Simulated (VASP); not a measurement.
Here is a VASP 6.6.1 calculation.

INCAR

```
PREC = Accurate
ENCUT = 600
EDIFF = 1E-7
ISMEAR = -1
SIGMA = 0.1
LREAL = F
LASPH = T
NELM = 120
ALGO = Normal
ISIF = 3
LWAVE = F
LCHARG = F
GGA = CA
IBRION = 2
NSW = 80
EDIFFG = -0.03
GGA_COMPAT = F
NELMIN = 4
```

KPOINTS

```
regular mesh
0
Gamma
  5 5 5
```

File POSCAR:

```
Y3Mg
1.0
    0.0000000000      3.9200000000      3.9200000000
    3.9200000000      0.0000000000      3.9200000000
    3.9200000000      3.9200000000      0.0000000000
Mg Y
1 3
Direct
    0.0000000000      0.0000000000      0.0000000000
    0.5000000000      0.5000000000      0.5000000000
    0.2500000000      0.2500000000      0.2500000000
    0.7500000000      0.7500000000      0.7500000000
```

Potentials or basis: VASP PAW LDA potentials, release 64 (Mg, Y_sv).

The run is started by

```bash
$ cat potpaw_LDA.64/Mg/POTCAR potpaw_LDA.64/Y_sv/POTCAR > POTCAR
$ mpirun -np 1 vasp_std > vasp.out
```

Q: Estimate the relaxed cell.

A: a = 5.365 Å, b = 5.365 Å, c = 5.365 Å, α = 60.00°, β = 60.00°, γ = 60.00°.

Q: Predict the relaxed volume.

A: 27.30 Å³/atom.

Q: Predict the band gap on the k mesh.

A: Zero (an odd number of electrons rules out a gap without spin polarisation).

Step by step:
| step | energy change (eV) | largest force (eV/Å) | pressure (GPa) | volume (Å³) |
| --- | --- | --- | --- | --- |
| 1 | 0.0000 | 0.0000 | -3.74 | 120.47 |
| 2 | -0.1409 | 0.0000 | 0.25 | 108.62 |
| 3 | -0.1414 | 0.0000 | 0.00 | 109.19 |
